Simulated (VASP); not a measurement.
Set up this calculation in VASP 6.6.1, as the native input.

| Quantity | Value |
| --- | --- |
| Task | single point |
| Functional | r2SCAN |
| Potentials or basis | VASP PAW PBE potentials, release 64 (Zn, La) |
| Cutoff | 520 eV |
| k mesh | 9 × 9 × 9 |
| Occupations | fermi-dirac, width 0.0149 eV |
| Spin | no spin polarisation |
| Dipole correction | no |
| Further INCAR settings | ALGO = Normal; EDIFF = 1e-06; NBANDS = 18 |

LaZn:

```
CELL_PARAMETERS angstrom
3.71220 0.00000 0.00000
0.00000 3.71220 0.00000
0.00000 0.00000 3.71220
ATOMIC_POSITIONS crystal
Zn 0.00000 0.00000 0.00000
La 0.50000 0.50000 0.50000
```

The input as run:

POSCAR

```
LaZn
1.0
    3.7121990000      0.0000000000      0.0000000000
    0.0000000000      3.7121990000      0.0000000000
    0.0000000000      0.0000000000      3.7121990000
Zn La
1 1
Direct
    0.0000000000      0.0000000000      0.0000000000
    0.5000000000      0.5000000000      0.5000000000
```

INCAR.step1

```
PREC = Accurate
ENCUT = 520
ISMEAR = -1
SIGMA = 0.0149
LREAL = False
LASPH = True
NELM = 60
NBANDS = 18
GGA = PE
ALGO = Normal
EDIFF = 1E-4
LWAVE = True
LCHARG = False
```

INCAR.step2

```
PREC = Accurate
ENCUT = 520
EDIFF = 1E-6
ISMEAR = -1
SIGMA = 0.0149
LREAL = False
LASPH = True
NELM = 60
ALGO = Normal
ISIF = 2
LWAVE = False
LCHARG = False
METAGGA = R2SCAN
LMIXTAU = True
NBANDS = 18
ISTART = 1
```

KPOINTS

```
Automatic mesh
0
Gamma
  9 9 9
```

Potentials or basis: VASP PAW PBE potentials, release 64 (Zn, La).

The run is started by

```sh
$ cat potpaw_PBE.64/Zn/POTCAR potpaw_PBE.64/La/POTCAR > POTCAR
$ cp INCAR.step1 INCAR
$ mpirun -np 1 vasp_std > vasp.out
$ cp INCAR.step2 INCAR
$ mpirun -np 1 vasp_std > vasp.out
```

Results of the run:

The pressure is 1.9 GPa.

Caveat: the PAW data sets were made with another functional, which shifts forces and pressure a little.

It took 3.9 min on 1 thread of AMD EPYC 7R43 64-Core Processor (Zen 3), with other jobs on the host, peak memory 0.17 GiB.
